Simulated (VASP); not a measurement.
# H4C2O in VASP: a series of runs

H4C2O is run at these levels: PBE+D3(BJ); tasks: single point, relaxation of the atoms.

Everything below comes from runs of VASP 6.6.1. Logs are shortened: lines on timing, memory, paths and dates and some standing lists are left out, and cuts for length are marked.

## Step 1: The cell of the first run

The cell holds a molecule in a box, 7 atoms: a = 11.300 Å, b = 11.600 Å, c = 11.500 Å, α = 90.00°, β = 90.00°, γ = 90.00°.

## Step 2: Single point, PBE+D3(BJ)

Input file INCAR:

```
SYSTEM = H4C2O
PREC = Accurate ; ENCUT = 520
EDIFF = 1E-6 ; ISMEAR = 0
SIGMA = 0.01 ; LREAL = .FALSE.
LASPH = .TRUE. ; NELM = 100
ALGO = Normal ; ISIF = 2
LWAVE = .FALSE. ; LCHARG = .FALSE.
GGA = PE ; IVDW = 12
NBANDS = 18
```

Input file KPOINTS:

```
regular mesh
0
G
  1 1 1
  0 0 0
```

Input file POSCAR:

```
H4C2O
1.0
   11.3000000000      0.0000000000      0.0000000000
    0.0000000000     11.6000000000      0.0000000000
    0.0000000000      0.0000000000     11.5000000000
H C O
4 2 1
Direct
    0.6029704913      0.5202456134      0.4107616208
    0.5863448564      0.3953218264      0.5100715354
    0.3970295087      0.4806863882      0.5892383792
    0.4114052943      0.6046781736      0.4882491519
    0.5645006541      0.4849311239      0.4902301323
    0.4543688954      0.5343880995      0.5353173026
    0.5665245369      0.5628253830      0.5882112183
```

Potentials or basis: VASP PAW PBE potentials, release 64 (H, C, O).

On the command line:

```
cat potpaw_PBE.64/H/POTCAR potpaw_PBE.64/C/POTCAR potpaw_PBE.64/O/POTCAR > POTCAR
mpirun -np 1 vasp_gam > vasp.out
```

OUTCAR:

```text
SYSTEM = H4C2O
   PREC = Accurate
   ENCUT = 520
   EDIFF = 1E-6
   ISMEAR = 0
   LREAL = .FALSE.
   LASPH = .TRUE.
   NELM = 100
   ISIF = 2
   GGA = PE
   IVDW = 12
 IVDW          = 12

 ion  position               nearest neighbor table
   1  0.603  0.520  0.411-   5 1.09
   2  0.586  0.395  0.510-   5 1.09
   3  0.397  0.481  0.589-   6 1.09
   4  0.411  0.605  0.488-   6 1.09
   5  0.565  0.485  0.490-   1 1.09   2 1.09   7 1.44   6 1.47
   6  0.454  0.534  0.535-   3 1.09   4 1.09   7 1.44   5 1.47
   7  0.567  0.563  0.588-   6 1.44   5 1.44

  LATTYP: Found a simple orthorhombic cell.
 ALAT       =    11.3000000000
 B/A-ratio  =     1.0176991150
 C/A-ratio  =     1.0265486726

  Lattice vectors:

 A1 = ( -11.3000000000,   0.0000000000,   0.0000000000)
 A2 = (   0.0000000000,   0.0000000000,  11.5000000000)
 A3 = (   0.0000000000,  11.6000000000,   0.0000000000)

Analysis of symmetry for initial positions (statically):
=====================================================================
 Subroutine PRICEL returns:
 Original cell was already a primitive cell.

 Routine SETGRP: Setting up the symmetry group for a
 simple orthorhombic supercell.

 Subroutine GETGRP returns: Found  1 space group operations
 (whereof  1 operations were pure point group operations)
 out of a pool of  8 trial point group operations.

The static configuration has the point symmetry C_1 .

Analysis of symmetry for dynamics (positions and initial velocities):
=====================================================================
 Subroutine PRICEL returns:
 Original cell was already a primitive cell.

 Routine SETGRP: Setting up the symmetry group for a
 simple orthorhombic supercell.

 Subroutine GETGRP returns: Found  1 space group operations
 (whereof  1 operations were pure point group operations)
 out of a pool of  8 trial point group operations.

The dynamic configuration has the point symmetry C_1 .

 Subroutine INISYM returns: Found  1 space group operations
 (whereof  1 operations are pure point group operations),
 and found     1 'primitive' translations

----------------------------------------------------------------------------------------

                                     Primitive cell

  volume of cell :    1507.4200

  direct lattice vectors                    reciprocal lattice vectors
    11.300000000  0.000000000  0.000000000     0.088495575  0.000000000  0.000000000
     0.000000000 11.600000000  0.000000000     0.000000000  0.086206897  0.000000000
     0.000000000  0.000000000 11.500000000     0.000000000  0.000000000  0.086956522

  length of vectors
    11.300000000 11.600000000 11.500000000     0.088495575  0.086206897  0.086956522

  position of ions in fractional coordinates (direct lattice)
     0.602970491  0.520245613  0.410761621
     0.586344856  0.395321826  0.510071535
     0.397029509  0.480686388  0.589238379
     0.411405294  0.604678174  0.488249152
     0.564500654  0.484931124  0.490230132
     0.454368895  0.534388099  0.535317303
     0.566524537  0.562825383  0.588211218

  ion indices of the primitive-cell ions
   primitive index   ion index
                 1           1
                 2           2
                 3           3
                 4           4
                 5           5
                 6           6
                 7           7

----------------------------------------------------------------------------------------

 KPOINTS: regular mesh

Automatic generation of k-mesh.
 Grid dimensions read from file:
 generate k-points for:    1    1    1

 Generating k-lattice:

  Cartesian coordinates                     Fractional coordinates (reciprocal lattice)
     0.088495575  0.000000000  0.000000000     1.000000000  0.000000000  0.000000000
     0.000000000  0.086206897  0.000000000     0.000000000  1.000000000  0.000000000
     0.000000000  0.000000000  0.086956522     0.000000000  0.000000000  1.000000000

  Length of vectors
     0.088495575  0.086206897  0.086956522

  Shift w.r.t. Gamma in fractional coordinates (k-lattice)
     0.000000000  0.000000000  0.000000000

 Subroutine IBZKPT returns following result:
 ===========================================

 Found      1 irreducible k-points:

 Following reciprocal coordinates:
            Coordinates               Weight
  0.000000  0.000000  0.000000      1.000000
   k-points           NKPTS =      1   k-points in BZ     NKDIM =      1   number of bands    NBANDS=     18
   number of dos      NEDOS =    301   number of ions     NIONS =      7
   total plane-waves  NPLWV = 680400
   dimension x,y,z NGX =    84 NGY =   90 NGZ =   90
   dimension x,y,z NGXF=   168 NGYF=  180 NGZF=  180
   ions per type =               4   2   1
   NGX,Y,Z   is equivalent  to a cutoff of  12.36, 12.90, 13.01 a.u.
   NGXF,Y,Z  is equivalent  to a cutoff of  24.72, 25.80, 26.02 a.u.
 SYSTEM =  H4C2O
   PREC   = accura    normal or accurate (medium, high low for compatibility)
   ISTART =      0    job   : 0-new  1-cont  2-samecut
   ICHARG =      2    charge: 1-file 2-atom 10-const
   ISPIN  =      1    spin polarized calculation?
   LNONCOLLINEAR =      F non collinear calculations
   LSORBIT =      F    spin-orbit coupling
   LASPH  =      T    aspherical Exc in radial PAW
   ENCUT  =  520.0 eV  38.22 Ry    6.18 a.u.  21.01 21.57 21.38*2*pi/ulx,y,z
   NELM   =    100;   NELMIN=  2; NELMDL= -5     # of ELM steps
   EDIFF  = 0.1E-05   stopping-criterion for ELM
   LREAL  =      F    real-space projection
   EDIFFG = 0.1E-04   stopping-criterion for IOM
   NSW    =      0    number of steps for IOM
   IBRION =     -1    ionic relax: 0-MD 1-quasi-New 2-CG
   NFREE  =      0    steps in history (QN), initial steepest desc. (CG)
   ISIF   =      2    stress and relaxation
   ISYM   =      2    0-nonsym 1-usesym 2-fastsym
   POTIM  = 0.5000    time-step for ionic-motion
   TEBEG  =    0.0;   TEEND  =   0.0 temperature during run
   PSTRESS=    0.0 pullay stress
   NELECT =      18.0000    total number of electrons
   NUPDOWN=      -1.0000    fix difference up-down
   EMIN   =  10.00;   EMAX   =-10.00  energy-range for DOS
   EFERMI =   0.00;   METHOD = LEGACY
   ISMEAR =     0;   SIGMA  =   0.01  broadening in eV -4-tet -1-fermi 0-gaus
   EFERMI_NEDOS =   21; number of points for ismear=-14 and -15
   IALGO  =     38    algorithm
   IMIX   =      4    mixing-type and parameters
     AMIX     =   0.40;   BMIX     =  1.00
     AMIX_MAG =   1.60;   BMIX_MAG =  1.00
  volume/ion in A,a.u.               =     215.35      1453.22
  Fermi-wavevector in a.u.,A,eV,Ry     =   0.374186  0.707109  1.905022  0.140015
  Thomas-Fermi vector in A             =   1.304361
   LORBIT       =      0    0 simple, 1 ext, 2 COOP (PROOUT), +10 PAW based schemes
   GGA     = PE    functional components
   LHFCALC =     F    Hartree Fock is set to
   AEXX    =    0.0000 exact exchange contribution
   IVDW    =    12    specifies the selected vdW correction
   LEPSILON=     F    determine dielectric tensor
   LRPA    =     F    only Hartree local field effects (RPA)
 non-spin polarized calculation
 Gauss-broadening in eV      SIGMA  =   0.01
  energy-cutoff  :      520.00
  volume of cell :     1507.42
 maximum number of plane-waves:     20260
   NGX = 43   NGY = 43   NGZ = 43

 number of electron      18.0000001 magnetization

 Free energy of the ion-electron system (eV)
  ---------------------------------------------------
  ext. energy  EPLUGINS =         0.00000000
  ---------------------------------------------------
  free energy    TOTEN  =       -38.08921413 eV

  energy without entropy =      -38.08921413  energy(sigma->0) =      -38.08921413

 E-fermi :  -6.0102     XC(G=0):  -0.6763

 val. band max:       -6.0867871179   @ k =   0.0000   0.0000   0.0000
 cond. band min:      -0.3892887664   @ k =   0.0000   0.0000   0.0000
 fundamental gap:      5.6974983516
 Fermi energy:        -6.0102126948

 k-point     1 :       0.0000    0.0000    0.0000
  band No.  band energies     occupation
      1     -26.6767      2.00000
      2     -16.5568      2.00000
      3     -15.3966      2.00000
      4     -12.3795      2.00000
      5     -11.6428      2.00000
      6      -9.4601      2.00000
[... 10 lines left out ...]
     17       1.3156      0.00000
     18       1.5594      0.00000

------------------------ aborting loop because EDIFF is reached ----------------------------------------

 Edisp (eV)   -0.08132

 E8    (eV) :    -0.0223

  FORCE on cell =-STRESS in cart. coord.  units (eV):
  Direction    XX          YY          ZZ          XY          YZ          ZX
  --------------------------------------------------------------------------------------
  -------------------------------------------------------------------------------------
  Total       0.18169    -0.06348    -0.00635    -0.08974     0.00135    -0.15377
  in kB       0.19311    -0.06747    -0.00675    -0.09538     0.00144    -0.16343
  external pressure =        0.04 kB  Pullay stress =        0.00 kB

 VOLUME and BASIS-vectors are now :
 -----------------------------------------------------------------------------
  energy-cutoff  :      520.00
  volume of cell :     1507.42
      direct lattice vectors                 reciprocal lattice vectors
    11.300000000  0.000000000  0.000000000     0.088495575  0.000000000  0.000000000
     0.000000000 11.600000000  0.000000000     0.000000000  0.086206897  0.000000000
     0.000000000  0.000000000 11.500000000     0.000000000  0.000000000  0.086956522

 POSITION                                       TOTAL-FORCE (eV/Angst)
 -----------------------------------------------------------------------------------
      6.81357      6.03485      4.72376         0.028036     -0.031687     -0.071876
      6.62570      4.58573      5.86582         0.040886     -0.025418      0.014513
      4.48643      5.57596      6.77624        -0.091680      0.000828      0.005133
      4.64888      7.01427      5.61487        -0.020671      0.033904      0.005423
      6.37886      5.62520      5.63765         0.099214      0.037219     -0.027813
      5.13437      6.19890      6.15615        -0.049109      0.007647      0.085989
      6.40173      6.52877      6.76443        -0.006676     -0.022493     -0.011370
 -----------------------------------------------------------------------------------
    total drift:                                0.000700     -0.000046      0.000577

  FREE ENERGIE OF THE ION-ELECTRON SYSTEM (eV)
  ---------------------------------------------------
  free  energy   TOTEN  =       -38.1705328176 eV

  energy  without entropy=      -38.1705328176  energy(sigma->0) =      -38.17053282
```

Wall time 2.6 min (1 thread of Oxide Virtual Turin-like, shared host); peak memory 1.1 GiB.

What came out:

```
Free energy                     : -38.1705 eV
Largest force                   : 0.110 eV/Å
Gap between the frontier levels : 5.70 eV
Dispersion energy per atom      : -0.012 eV
```

Forces in eV/Å, atoms in the order of the input:
```
H    0.028 -0.032 -0.072
H    0.041 -0.025  0.015
H   -0.092  0.001  0.005
H   -0.021  0.034  0.005
C    0.099  0.037 -0.028
C   -0.049  0.008  0.086
O   -0.007 -0.022 -0.011
```

Levels at points of the mesh, in eV from the valence-band top:
| k point | band 5 | band 6 | band 7 | band 8 | band 9 | band 10 | band 11 | band 12 | band 13 | band 14 |
| --- | --- | --- | --- | --- | --- | --- | --- | --- | --- | --- |
| (0.00, 0.00, 0.00) | -5.56 | -3.37 | -3.05 | -1.48 | 0.00 | 5.70 | 6.31 | 6.49 | 6.56 | 6.86 |

## Step 3: Single point, PBE+D3(BJ)

Input file INCAR:

```
SYSTEM = H4C2O
ALGO     = Normal         ! electronic algorithm
EDIFF    = 1E-7           ! SCF threshold, eV
ENCUT    = 520            ! plane-wave cutoff, eV
GGA      = PE             ! functional
ISIF     = 2              ! what is computed and relaxed
ISMEAR   = 0              ! smearing method
IVDW     = 12             ! dispersion correction
LASPH    = .TRUE.         ! aspherical terms in the spheres
LCHARG   = .TRUE.         ! write CHGCAR
LELF     = .TRUE.         ! ELF
LREAL    = .FALSE.        ! projectors in reciprocal space
LVHAR    = .TRUE.       
LWAVE    = .FALSE.        ! write WAVECAR
NBANDS   = 18             ! bands
NELM     = 80             ! most SCF steps
PREC     = Accurate       ! precision mode
SIGMA    = 0.01           ! smearing width, eV
```

Input file KPOINTS:

```
k-points
0
G
  1 1 1
  0 0 0
```

Input file POSCAR:

```
H4C2O
1.0
   11.3000000000      0.0000000000      0.0000000000
    0.0000000000     11.6000000000      0.0000000000
    0.0000000000      0.0000000000     11.5000000000
H C O
4 2 1
Direct
    0.6028731863      0.5197808933      0.4101324963
    0.5872739981      0.3956614658      0.5103570206
    0.3960090344      0.4808644202      0.5890131298
    0.4116507154      0.6049787070      0.4888270052
    0.5647810929      0.4851552349      0.4902802636
    0.4544090278      0.5343262237      0.5356912237
    0.5661471822      0.5623096631      0.5877782013
```

Potentials or basis: VASP PAW PBE potentials, release 64 (H, C, O).

On the command line:

```
cat potpaw_PBE.64/H/POTCAR potpaw_PBE.64/C/POTCAR potpaw_PBE.64/O/POTCAR > POTCAR
mpirun -np 1 vasp_gam > vasp.out
```

It took 3.3 min on 1 thread of Oxide Virtual Turin-like, shared host; peak memory 1 GiB.

Results (log left out):

```yaml
Free_energy: -38.1702 eV
Largest_force: 0.376 eV/Å
Gap_between_the_frontier_levels: 5.71 eV
Dispersion_energy_per_atom: -0.012 eV
```

Forces on the atoms (eV/Å):
```
H    0.007 -0.002 -0.009
H    0.008 -0.017 -0.003
H   -0.010 -0.003  0.004
H   -0.013  0.012 -0.006
C    0.054 -0.152 -0.187
C   -0.239 -0.025 -0.060
O    0.194  0.187  0.262
```

Levels at points of the mesh, in eV from the valence-band top:
| k point | band 5 | band 6 | band 7 | band 8 | band 9 | band 10 | band 11 | band 12 | band 13 | band 14 |
| --- | --- | --- | --- | --- | --- | --- | --- | --- | --- | --- |
| (0.00, 0.00, 0.00) | -5.58 | -3.46 | -3.01 | -1.42 | 0.00 | 5.71 | 6.35 | 6.50 | 6.58 | 6.88 |

## Step 4: Relaxation of the atoms, PBE+D3(BJ)

Input file INCAR:

```
SYSTEM = H4C2O
PREC = Accurate
ENCUT = 520
EDIFF = 1E-6
ISMEAR = 0
SIGMA = 0.01
LREAL = .FALSE.
LASPH = .TRUE.
NELM = 60
ALGO = Normal
ISIF = 2
LWAVE = .FALSE.
LCHARG = .FALSE.
GGA = PE
IVDW = 12
IBRION = 2
NSW = 80
EDIFFG = -0.01
```

Input file KPOINTS:

```
regular mesh
0
G
  1 1 1
  0 0 0
```

Input file POSCAR:

```
H4C2O
1.0
   11.3000000000      0.0000000000      0.0000000000
    0.0000000000     11.6000000000      0.0000000000
    0.0000000000      0.0000000000     11.5000000000
H C O
4 2 1
Direct
    0.6029704913      0.5202456134      0.4107616208
    0.5863448564      0.3953218264      0.5100715354
    0.3970295087      0.4806863882      0.5892383792
    0.4114052943      0.6046781736      0.4882491519
    0.5645006541      0.4849311239      0.4902301323
    0.4543688954      0.5343880995      0.5353173026
    0.5665245369      0.5628253830      0.5882112183
```

On the command line:

```
cat potpaw_PBE.64/H/POTCAR potpaw_PBE.64/C/POTCAR potpaw_PBE.64/O/POTCAR > POTCAR
mpirun -np 1 vasp_gam > vasp.out
```

Run time: 10 min. Hardware: 1 thread of Oxide Virtual Turin-like, shared host; peak memory 1.3 GiB.

Results (log left out):

- Free energy: -38.1722 eV
- Energy gained by relaxing: 0.2 meV/atom
- Ionic steps: 13
- Largest force after relaxing: 0.007 eV/Å
- Gap between the frontier levels: 5.70 eV
- Dispersion energy per atom: -0.012 eV

Forces on the atoms (eV/Å):
```
H   -0.006 -0.001 -0.001
H    0.001 -0.003  0.003
H    0.001  0.000 -0.002
H    0.006 -0.003  0.001
C    0.001  0.007 -0.001
C   -0.004  0.002 -0.001
O    0.001 -0.002  0.002
```

Step by step:
| step | energy change (eV) | largest force (eV/Å) | pressure (GPa) |
| --- | --- | --- | --- |
| 1 | 0.0000 | 0.1095 | 0.00 |
| 2 | -0.0006 | 0.1623 | -0.01 |
| 3 | -0.0007 | 0.0882 | -0.01 |
| 4 | -0.0010 | 0.0931 | -0.01 |
| 5 | -0.0011 | 0.0485 | -0.01 |
| 6 | -0.0014 | 0.0352 | -0.02 |
| 7 | -0.0014 | 0.0649 | -0.02 |
| 8 | -0.0016 | 0.0481 | -0.01 |
| 9 | -0.0016 | 0.0386 | -0.01 |
| 10 | -0.0016 | 0.0208 | -0.01 |
| 11 | -0.0016 | 0.0206 | -0.01 |
| 12 | -0.0016 | 0.0157 | -0.01 |
| 13 | -0.0017 | 0.0067 | -0.01 |

Final structure:
```
H C O
1.0
    11.30000    0.00000    0.00000
     0.00000   11.60000    0.00000
     0.00000    0.00000   11.50000
H C O
4 2 1
Direct
  0.60311 0.51970 0.41007
  0.58732 0.39552 0.51024
  0.39590 0.48088 0.58909
  0.41139 0.60505 0.48886
  0.56476 0.48500 0.49008
  0.45420 0.53428 0.53557
  0.56646 0.56264 0.58817
```

Levels at points of the mesh, in eV from the valence-band top:
| k point | band 7 | band 8 | band 9 | band 10 | band 11 | band 12 |
| --- | --- | --- | --- | --- | --- | --- |
| (0.00, 0.00, 0.00) | -3.03 | -1.46 | 0.00 | 5.70 | 6.31 | 6.48 |

## Step 5: Summary

| task | cell | gap on the mesh (eV) | largest force (eV/Å) |
| --- | --- | --- | --- |
| single point | as given, atomic positions A | 5.70 | 0.11 |
| single point | as given, atomic positions B | 5.71 | 0.38 |
| relaxation of the atoms | atoms relaxed, atomic positions A | 5.70 | 0.01 |

Alike in all rows: level PBE+D3(BJ); potentials or basis VASP PAW PBE potentials, release 64 (H, C, O); no spin polarisation; k mesh 1 × 1 × 1; cutoff (eV) 520; smearing gaussian 0.01 eV.

Absolute energies hang on the potentials; compare differences alone.
